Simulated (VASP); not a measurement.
# Co (Pm-3m) in VASP: notebook, part 2 of 2

VASP 6.6.1. The steps go on from the part before.

## (3) Single point, PBE, collinear spin, ferromagnetic start

This run uses another cell than the first one, of 18.03 Å³/atom.

Contents of INCAR:

```
SYSTEM = Co
PREC = Accurate ; ENCUT = 520
EDIFF = 1E-6 ; ISMEAR = 0
SIGMA = 0.1 ; LREAL = .False.
LASPH = .True. ; NELM = 150
ALGO = Normal ; ISIF = 2
LWAVE = .False. ; LCHARG = .True.
ISPIN = 2 ; MAGMOM = 3 3 3
LORBIT = 11 ; LMAXMIX = 4
GGA = PE ; LELF = .True.
LVHAR = .True. ; NBANDS = 24
```

Contents of KPOINTS:

```
regular mesh
0
Gamma
  4 4 4
  0 0 0
```

Contents of POSCAR:

```
Co
1.0
    3.7822013400      0.0000000000      0.0000000000
    0.0000000000      3.7822013400      0.0000000000
    0.0000000000      0.0000000000      3.7822013400
Co
3
Direct
    0.5000000000      0.0000000000      0.0000000000
    0.0000000000      0.5000000000      0.0000000000
    0.0000000000      0.0000000000      0.5000000000
```

Potentials or basis: VASP PAW PBE potentials, release 64 (Co).

On the command line:

```bash
$ cat potpaw_PBE.64/Co/POTCAR > POTCAR
$ mpirun -np 1 vasp_std > vasp.out
```

OUTCAR:

```text
SYSTEM = Co
   PREC = Accurate
   ENCUT = 520
   EDIFF = 1E-6
   ISMEAR = 0
   LREAL = .False.
   LASPH = .True.
   NELM = 150
   ISIF = 2
   ISPIN = 2
   LORBIT = 11
   GGA = PE

 ion  position               nearest neighbor table
   1  0.500  0.000  0.000-   2 2.67   3 2.67   3 2.67   2 2.67   2 2.67   3 2.67   3 2.67   2 2.67

   2  0.000  0.500  0.000-   1 2.67   3 2.67   3 2.67   1 2.67   3 2.67   3 2.67   1 2.67   1 2.67

   3  0.000  0.000  0.500-   1 2.67   2 2.67   1 2.67   2 2.67   2 2.67   2 2.67   1 2.67   1 2.67

  LATTYP: Found a simple cubic cell.
 ALAT       =     3.7822013400

  Lattice vectors:

 A1 = (   3.7822013400,   0.0000000000,   0.0000000000)
 A2 = (   0.0000000000,   3.7822013400,   0.0000000000)
 A3 = (   0.0000000000,   0.0000000000,   3.7822013400)

Analysis of symmetry for initial positions (statically):
=====================================================================
 Subroutine PRICEL returns:
 Original cell was already a primitive cell.

 Routine SETGRP: Setting up the symmetry group for a
 simple cubic supercell.

 Subroutine GETGRP returns: Found 48 space group operations
 (whereof 48 operations were pure point group operations)
 out of a pool of 48 trial point group operations.

The static configuration has the point symmetry O_h .

Analysis of symmetry for dynamics (positions and initial velocities):
=====================================================================
 Subroutine PRICEL returns:
 Original cell was already a primitive cell.

 Routine SETGRP: Setting up the symmetry group for a
 simple cubic supercell.

 Subroutine GETGRP returns: Found 48 space group operations
 (whereof 48 operations were pure point group operations)
 out of a pool of 48 trial point group operations.

The dynamic configuration has the point symmetry O_h .

Analysis of structural, dynamic, and magnetic symmetry:
=====================================================================
[... 141 lines left out ...]
  free energy    TOTEN  =       -17.94840151 eV

  energy without entropy =      -17.91935196  energy(sigma->0) =      -17.93387674

 E-fermi :   4.7118     XC(G=0): -10.5216

 val. band max:        4.7012259819   @ k =   0.5000   0.5000   0.0000
 cond. band min:       4.7164160539   @ k =   0.2500   0.2500   0.0000
 fundamental gap:      0.0151900720
 Fermi energy:         4.7118417612

 spin component 1

 k-point     1 :       0.0000    0.0000    0.0000
  band No.  band energies     occupation
      1      -1.9210      1.00000
      2       0.4292      1.00000
      3       1.2876      1.00000
      4       1.2876      1.00000
      5       1.2876      1.00000
      6       1.4551      1.00000
[... 259 lines left out ...]
     23      11.6277      0.00000
     24      25.3793      0.00000
 Fermi energy:         4.7118417612

 spin component 2

 k-point     1 :       0.0000    0.0000    0.0000
  band No.  band energies     occupation
      1      -1.8109      1.00000
      2       2.2708      1.00000
      3       2.7791      1.00000
      4       2.7791      1.00000
      5       2.7791      1.00000
      6       2.9223      1.00000
[... 259 lines left out ...]
     23      11.9681      0.00000
     24      25.1233      0.00000

------------------------ aborting loop because EDIFF is reached ----------------------------------------

  FORCE on cell =-STRESS in cart. coord.  units (eV):
  Direction    XX          YY          ZZ          XY          YZ          ZX
  --------------------------------------------------------------------------------------
  -------------------------------------------------------------------------------------
  Total       -7.5358016     -7.5358016     -7.5358016      0.0000000     -0.0000000      0.0000000
  in kB     -223.1547337   -223.1547337   -223.1547337      0.0000000     -0.0000000      0.0000000
  external PRESSURE =    -223.1547337 kB  Pullay stress =       0.0000000 kB

 VOLUME and BASIS-vectors are now :
 -----------------------------------------------------------------------------
  energy-cutoff  :      520.00
  volume of cell :       54.10
      direct lattice vectors                 reciprocal lattice vectors
     3.782201340  0.000000000  0.000000000     0.264396289  0.000000000  0.000000000
     0.000000000  3.782201340  0.000000000     0.000000000  0.264396289  0.000000000
     0.000000000  0.000000000  3.782201340     0.000000000  0.000000000  0.264396289

 POSITION                                       TOTAL-FORCE (eV/Angst)
 -----------------------------------------------------------------------------------
      1.89110      0.00000      0.00000         0.000000      0.000000      0.000000
      0.00000      1.89110      0.00000         0.000000      0.000000      0.000000
      0.00000      0.00000      1.89110         0.000000      0.000000      0.000000
 -----------------------------------------------------------------------------------
    total drift:                                0.000000      0.000000     -0.000000

  FREE ENERGIE OF THE ION-ELECTRON SYSTEM (eV)
  ---------------------------------------------------
  free  energy   TOTEN  =       -17.9484015120 eV

  energy  without entropy=      -17.9193519631  energy(sigma->0) =      -17.93387674

 total charge

# of ion       s       p       d       tot
------------------------------------------
    1        0.408   0.268   7.120   7.796
    2        0.408   0.268   7.120   7.796
    3        0.408   0.268   7.120   7.796
--------------------------------------------------
tot          1.223   0.805  21.359  23.387

 magnetization (x)

# of ion       s       p       d       tot
------------------------------------------
    1       -0.001  -0.026   2.032   2.005
    2       -0.001  -0.026   2.032   2.005
    3       -0.001  -0.026   2.032   2.005
--------------------------------------------------
tot         -0.004  -0.077   6.097   6.015
```

OSZICAR:

```text
N       E                     dE             d eps       ncg     rms          rms(c)
DAV:   1     0.149157133124E+03    0.14916E+03   -0.12233E+04   960   0.134E+03
DAV:   2    -0.140207503719E+02   -0.16318E+03   -0.15157E+03   968   0.254E+02
DAV:   3    -0.202157621934E+02   -0.61950E+01   -0.60302E+01  1136   0.704E+01
DAV:   4    -0.202908474524E+02   -0.75085E-01   -0.75056E-01  1376   0.674E+00
DAV:   5    -0.202930850726E+02   -0.22376E-02   -0.22375E-02  1320   0.942E-01    0.148E+01
DAV:   6    -0.200379496767E+02    0.25514E+00   -0.28302E+01  1088   0.812E+01    0.165E+01
DAV:   7    -0.179404860281E+02    0.20975E+01   -0.63983E+00  1144   0.377E+01    0.400E+00
DAV:   8    -0.179613926448E+02   -0.20907E-01   -0.13799E-01  1168   0.291E+00    0.168E+00
DAV:   9    -0.179507623505E+02    0.10630E-01   -0.12326E-02  1248   0.110E+00    0.712E-01
DAV:  10    -0.179479616883E+02    0.28007E-02   -0.66391E-03  1128   0.999E-01    0.156E-01
DAV:  11    -0.179483695569E+02   -0.40787E-03   -0.10060E-03  1216   0.342E-01    0.898E-02
DAV:  12    -0.179483954105E+02   -0.25854E-04   -0.30349E-04  1208   0.125E-01    0.522E-02
DAV:  13    -0.179484008230E+02   -0.54125E-05   -0.18436E-05  1224   0.481E-02    0.339E-02
DAV:  14    -0.179484015120E+02   -0.68900E-06   -0.85686E-06  1064   0.266E-02
   1 F= -.17948402E+02 E0= -.17933877E+02  d E =-.290495E-01  mag=     5.8433
```

stdout:

```text
POSCAR found type information on POSCAR Co
 POSCAR found :  1 types and       3 ions
 scaLAPACK will be used
 LDA part: xc-table for (Slater+PW92), standard interpolation
 POSCAR, INCAR and KPOINTS ok, starting setup
 FFT: planning ... GRIDC
 FFT: planning ... GRID_SOFT
 FFT: planning ... GRID
 WAVECAR not read
 entering main loop
```

Run time: 14 s. Hardware: 1 thread of Intel Xeon 6975P-C (Granite Rapids), shared host; peak memory 0.16 GiB.

Results:

```
Free energy                                           : -17.9484 eV
Pressure                                              : -22.3 GPa
Net moment                                            : 5.84 μB per cell
Site moments                                          : Co +2.00 μB
Valence electrons inside the program's atomic spheres : Co 7.80
```

Caveat: the k points lie up to 0.42 Å⁻¹ apart.

## (4) Single point, PBE, collinear spin, ferromagnetic start

Contents of INCAR:

```
SYSTEM = Co
PREC = Accurate
ENCUT = 520
EDIFF = 1E-6
ISMEAR = 0
SIGMA = 0.1
LREAL = .FALSE.
LASPH = .TRUE.
NELM = 150
ALGO = Normal
ISIF = 2
LWAVE = .FALSE.
LCHARG = .TRUE.
ISPIN = 2
MAGMOM = 2.18 2.18 2.18
LORBIT = 11
LMAXMIX = 4
GGA = PE
LELF = .TRUE.
LVHAR = .TRUE.
NBANDS = 24
```

Contents of KPOINTS:

```
Automatic mesh
0
G
  6 6 6
  0 0 0
```

Contents of POSCAR:

```
Co
1.0
    3.4134367094      0.0000000000      0.0000000000
    0.0000000000      3.4134367094      0.0000000000
    0.0000000000      0.0000000000      3.4134367094
Co
3
Direct
    0.5000000000      0.0000000000      0.0000000000
    0.0000000000      0.5000000000      0.0000000000
    0.0000000000      0.0000000000      0.5000000000
```

On the command line:

```bash
$ cat potpaw_PBE.64/Co/POTCAR > POTCAR
$ mpirun -np 1 vasp_std > vasp.out
```

Wall time 21 s (1 thread of Intel Xeon 6975P-C (Granite Rapids), shared host); peak memory 0.17 GiB.

Results (log left out):

* Free energy: -19.2589 eV
* Pressure: -0.8 GPa
* Net moment: 5.62 μB per cell
* Site moments: Co +1.89 μB
* Valence electrons inside the program's atomic spheres: Co 8.17

Levels at points of the mesh, in eV from the Fermi level:
Spin up:
| k point | band 13 | band 14 | band 15 | band 16 | band 17 | band 18 | band 19 | band 20 |
| --- | --- | --- | --- | --- | --- | --- | --- | --- |
| (0.00, 0.00, 0.00) | -0.71 | -0.43 | -0.43 | -0.43 | 4.25 | 4.25 | 4.25 | 10.22 |
| (0.50, 0.00, 0.00) | -1.83 | -1.83 | -1.76 | -1.39 | -0.43 | 8.22 | 8.22 | 10.54 |
| (0.50, 0.50, 0.00) | -2.10 | -1.62 | -1.61 | -0.76 | 1.18 | 1.99 | 1.99 | 12.48 |
| (0.50, 0.50, 0.50) | -0.67 | -0.67 | -0.67 | -0.31 | 1.83 | 1.83 | 1.83 | 6.34 |
Spin down:
| k point | band 7 | band 8 | band 9 | band 10 | band 11 | band 12 | band 13 | band 14 | band 15 | band 16 |
| --- | --- | --- | --- | --- | --- | --- | --- | --- | --- | --- |
| (0.00, 0.00, 0.00) | -2.64 | 0.17 | 0.17 | 0.17 | 0.98 | 0.98 | 1.31 | 1.41 | 1.41 | 1.41 |
| (0.50, 0.00, 0.00) | -1.40 | -1.35 | -1.35 | -0.26 | -0.18 | -0.12 | 0.20 | 0.20 | 0.32 | 1.03 |
| (0.50, 0.50, 0.00) | -1.55 | -1.39 | -1.17 | -1.17 | -0.26 | -0.07 | -0.07 | 0.11 | 0.69 | 0.86 |
| (0.50, 0.50, 0.50) | -1.26 | -0.18 | 0.14 | 0.14 | 0.14 | 0.62 | 0.62 | 1.23 | 1.23 | 1.23 |

## (5) Relaxation of cell and atoms, PBE, collinear spin, ferromagnetic start

This run uses another cell than the first one, of 18.03 Å³/atom.

Contents of INCAR:

```
  PREC = Accurate
  ENCUT = 600
  EDIFF = 1E-7
  ISMEAR = 0
  SIGMA = 0.1
  LREAL = F
  LASPH = T
  NELM = 150
  ALGO = Fast
  ISIF = 3
  LWAVE = F
  LCHARG = F
  ISPIN = 2
  MAGMOM = 3 3 3
  LORBIT = 11
  LMAXMIX = 4
  GGA = PE
  IBRION = 2
  NSW = 90
  EDIFFG = -0.04
```

Contents of KPOINTS:

```
Automatic mesh
0
Gamma
  4 4 4
```

Contents of POSCAR:

```
Co
1.0
    3.7822013400      0.0000000000      0.0000000000
    0.0000000000      3.7822013400      0.0000000000
    0.0000000000      0.0000000000      3.7822013400
Co
3
Direct
    0.5000000000      0.0000000000      0.0000000000
    0.0000000000      0.5000000000      0.0000000000
    0.0000000000      0.0000000000      0.5000000000
```

On the command line:

```bash
$ cat potpaw_PBE.64/Co/POTCAR > POTCAR
$ mpirun -np 1 vasp_std > vasp.out
```

Run time: 54 s. Hardware: 1 thread of Intel Xeon 6975P-C (Granite Rapids), shared host; peak memory 0.19 GiB.

It converged, with:

```yaml
Free_energy: -19.3311 eV
Relaxed_volume: 13.22 Å³/atom
Relaxed_cell: a = 3.410 Å, b = 3.410 Å, c = 3.410 Å, α = 90.00°, β = 90.00°, γ = 90.00°
Space_group_after_relaxing_to_0.1_Å: Pm-3m (No. 221)
Energy_gained_by_relaxing: 461.1 meV/atom
Ionic_steps: 3
Pressure_after_relaxing: -0.1 GPa
Net_moment: 5.84 μB per cell
Site_moments: Co +1.96 μB
Valence_electrons_inside_the_program's_atomic_spheres: Co 8.17
```

Step by step:
```csv
step,energy change (eV),largest force (eV/Å),pressure (GPa),volume (Å³)
1,0.0000,0.0000,-22.54,54.10
2,-1.2506,0.0000,14.97,36.57
3,-1.3834,0.0000,-0.11,39.67
```

Final structure:
```
Co
1.0
     3.41049    0.00000    0.00000
     0.00000    3.41049    0.00000
     0.00000    0.00000    3.41049
Co
3
Cartesian
  1.7052 0.0000 0.0000
  0.0000 1.7052 0.0000
  0.0000 0.0000 1.7052
```

Levels at points of the mesh, in eV from the Fermi level:
Spin up:
| k point | band 12 | band 13 | band 14 | band 15 | band 16 | band 17 | band 18 | band 19 | band 20 | band 21 |
| --- | --- | --- | --- | --- | --- | --- | --- | --- | --- | --- |
| (0.00, 0.00, 0.00) | -1.55 | -0.68 | -0.42 | -0.42 | -0.42 | 4.32 | 4.32 | 4.32 | 10.30 | 10.30 |
| (0.50, 0.00, 0.00) | -1.94 | -1.81 | -1.81 | -1.72 | -1.36 | -0.42 | 8.29 | 8.29 | 10.61 | 10.79 |
| (0.50, 0.50, 0.00) | -2.33 | -2.08 | -1.60 | -1.58 | -0.70 | 1.23 | 2.04 | 2.04 | 12.55 | 12.55 |
| (0.50, 0.50, 0.50) | -1.63 | -0.66 | -0.66 | -0.66 | -0.25 | 1.89 | 1.89 | 1.89 | 6.40 | 6.40 |
Spin down:
| k point | band 8 | band 9 | band 10 | band 11 | band 12 | band 13 |
| --- | --- | --- | --- | --- | --- | --- |
| (0.00, 0.00, 0.00) | 0.25 | 0.25 | 0.25 | 1.05 | 1.05 | 1.40 |
| (0.50, 0.00, 0.00) | -1.25 | -1.25 | -0.18 | -0.10 | -0.04 | 0.28 |
| (0.50, 0.50, 0.00) | -1.31 | -1.07 | -1.07 | -0.18 | 0.00 | 0.00 |
| (0.50, 0.50, 0.50) | -0.06 | 0.22 | 0.22 | 0.22 | 0.70 | 0.70 |

Caveat: the k points lie up to 0.46 Å⁻¹ apart in the final cell; the volume moved by over 15 % at a fixed basis, so the end points are rough.

## (6) Relaxation of cell and atoms, PBE, collinear spin, ferromagnetic start

Contents of INCAR:

```
SYSTEM = Co
ALGO = Fast
EDIFF = 1E-6
EDIFFG = -0.04
ENCUT = 600
GGA = PE
IBRION = 2
ISIF = 3
ISMEAR = 0
ISPIN = 2
LASPH = .True.
LCHARG = .False.
LMAXMIX = 4
LORBIT = 11
LREAL = .False.
LWAVE = .False.
MAGMOM = 2.18 2.18 2.18
NELM = 150
NSW = 90
PREC = Accurate
SIGMA = 0.1
```

Contents of KPOINTS:

```
k-points
0
Gamma
  6 6 6
  0 0 0
```

Contents of POSCAR:

```
Co
1.0
    3.4134367094      0.0000000000      0.0000000000
    0.0000000000      3.4134367094      0.0000000000
    0.0000000000      0.0000000000      3.4134367094
Co
3
Direct
    0.5000000000      0.0000000000      0.0000000000
    0.0000000000      0.5000000000      0.0000000000
    0.0000000000      0.0000000000      0.5000000000
```

Potentials or basis: VASP PAW PBE potentials, release 64 (Co).

On the command line:

```bash
$ cat potpaw_PBE.64/Co/POTCAR > POTCAR
$ mpirun -np 1 vasp_std > vasp.out
```

It took 40 s on 1 thread of Intel Xeon 6975P-C (Granite Rapids), shared host; peak memory 0.18 GiB.

Results (log left out):

```yaml
Free_energy: -19.2586 eV
Relaxed_volume: 13.18 Å³/atom
Relaxed_cell: a = 3.407 Å, b = 3.407 Å, c = 3.407 Å, α = 90.00°, β = 90.00°, γ = 90.00°
Space_group_after_relaxing_to_0.1_Å: Pm-3m (No. 221)
Energy_gained_by_relaxing: 0.2 meV/atom
Ionic_steps: 3
Pressure_after_relaxing: 0.1 GPa
Net_moment: 5.61 μB per cell
Site_moments: Co +1.89 μB
Valence_electrons_inside_the_program's_atomic_spheres: Co 8.18
```

The path:
| step | energy change (eV) | largest force (eV/Å) | pressure (GPa) | volume (Å³) |
| --- | --- | --- | --- | --- |
| 1 | 0.0000 | 0.0000 | -0.87 | 39.77 |
| 2 | -0.0003 | 0.0000 | 0.67 | 39.36 |
| 3 | -0.0007 | 0.0000 | 0.07 | 39.53 |

Final structure:
```cif
data_structure
_symmetry_space_group_name_H-M 'P 1'
_symmetry_Int_Tables_number 1
_cell_length_a 3.4065
_cell_length_b 3.4065
_cell_length_c 3.4065
_cell_angle_alpha 90.000
_cell_angle_beta 90.000
_cell_angle_gamma 90.000
_cell_volume 39.53
loop_
_atom_site_label
_atom_site_type_symbol
_atom_site_fract_x
_atom_site_fract_y
_atom_site_fract_z
_atom_site_occupancy
Co1 Co 0.50000 0.00000 0.00000 1
Co2 Co 0.00000 0.50000 0.00000 1
Co3 Co 0.00000 0.00000 0.50000 1
```

Levels at points of the mesh, in eV from the Fermi level:
Spin up:
```
           k point  band 13  band 14  band 15  band 16  band 17  band 18  band 19  band 20
(0.00, 0.00, 0.00)    -0.70    -0.42    -0.42    -0.42     4.27     4.27     4.27    10.28
(0.50, 0.00, 0.00)    -1.83    -1.83    -1.75    -1.38    -0.42     8.27     8.27    10.58
(0.50, 0.50, 0.00)    -2.10    -1.61    -1.60    -0.75     1.18     2.02     2.02    12.54
(0.50, 0.50, 0.50)    -0.66    -0.66    -0.66    -0.31     1.83     1.83     1.83     6.40
```
Spin down:
| k point | band 7 | band 8 | band 9 | band 10 | band 11 | band 12 | band 13 | band 14 | band 15 | band 16 |
| --- | --- | --- | --- | --- | --- | --- | --- | --- | --- | --- |
| (0.00, 0.00, 0.00) | -2.66 | 0.17 | 0.17 | 0.17 | 0.99 | 0.99 | 1.33 | 1.42 | 1.42 | 1.42 |
| (0.50, 0.00, 0.00) | -1.42 | -1.36 | -1.36 | -0.26 | -0.18 | -0.12 | 0.20 | 0.20 | 0.32 | 1.04 |
| (0.50, 0.50, 0.00) | -1.56 | -1.40 | -1.17 | -1.17 | -0.26 | -0.08 | -0.08 | 0.12 | 0.70 | 0.86 |
| (0.50, 0.50, 0.50) | -1.27 | -0.17 | 0.14 | 0.14 | 0.14 | 0.63 | 0.63 | 1.24 | 1.24 | 1.24 |

## (7) Overview

| task | cell | k mesh | cutoff (eV) | gap on the mesh (eV) | pressure (GPa) | moment (μB) | relaxed volume (Å³/atom) |
| --- | --- | --- | --- | --- | --- | --- | --- |
| single point | a = 3.413 Å, 3 atoms | 4 × 4 × 4 | 520 | none | -0.5 | 5.84 | - |
| single point | a = 3.782 Å, 3 atoms | 4 × 4 × 4 | 520 | none | -22.3 | 5.84 | - |
| single point | a = 3.413 Å, 3 atoms | 6 × 6 × 6 | 520 | none | -0.8 | 5.62 | - |
| relaxation of cell and atoms | relaxed from a = 3.782 Å, 3 atoms | 4 × 4 × 4 | 600 | none | -0.1 | 5.84 | 13.22 |
| relaxation of cell and atoms | relaxed from a = 3.413 Å, 3 atoms | 6 × 6 × 6 | 600 | none | 0.1 | 5.61 | 13.18 |

Alike in all rows: level PBE; potentials or basis VASP PAW PBE potentials, release 64 (Co); spin collinear, ferromagnetic start; smearing gaussian 0.1 eV.

Caveats: some runs use coarse meshes; the volume moved by over 15 % at a fixed basis, so the end points are rough (at least some runs).

Total energies depend on the potentials used, so only differences within one code and one set of settings carry meaning.
